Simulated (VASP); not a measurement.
The system is GdO.

```
Gd O
1.0
     0.00000    2.64488    2.64488
     2.64488    0.00000    2.64488
     2.64488    2.64488    0.00000
Gd O
1 1
Direct
  0.00000 0.00000 0.00000
  0.75000 0.75000 0.75000
```

Base run:

| Item | Value |
| --- | --- |
| Program | VASP 6.6.1 |
| Functional | LDA |
| Potentials or basis | VASP PAW PBE potentials, release 64 (Gd, O) |
| Cutoff | 520 eV |
| k mesh | 9 × 9 × 9 |
| Occupations | fermi-dirac, width 0.05 eV |
| Spin | collinear spin, ferromagnetic start |
| Starting moments | [7.0, 0.0] μB |

Its results: pressure -1.7 GPa; net moment 6.86 μB per cell; site moments Gd +6.64; O -0.05 μB.

Q: The run is repeated on the same cell with these changes: functional from LDA to PBE0; k mesh from 9 × 9 × 9 to 4 × 4 × 4. What comes out?

A: Pressure 4.9 GPa; net moment 7.97 μB per cell; site moments Gd +7.07; O +0.03 μB.

Several settings changed at once.

Caveats: some runs use coarse meshes; the PAW data sets were made with another functional, which shifts forces and pressure a little; a cell with one magnetic atom can't hold antiferromagnetic order, which such compounds often take.
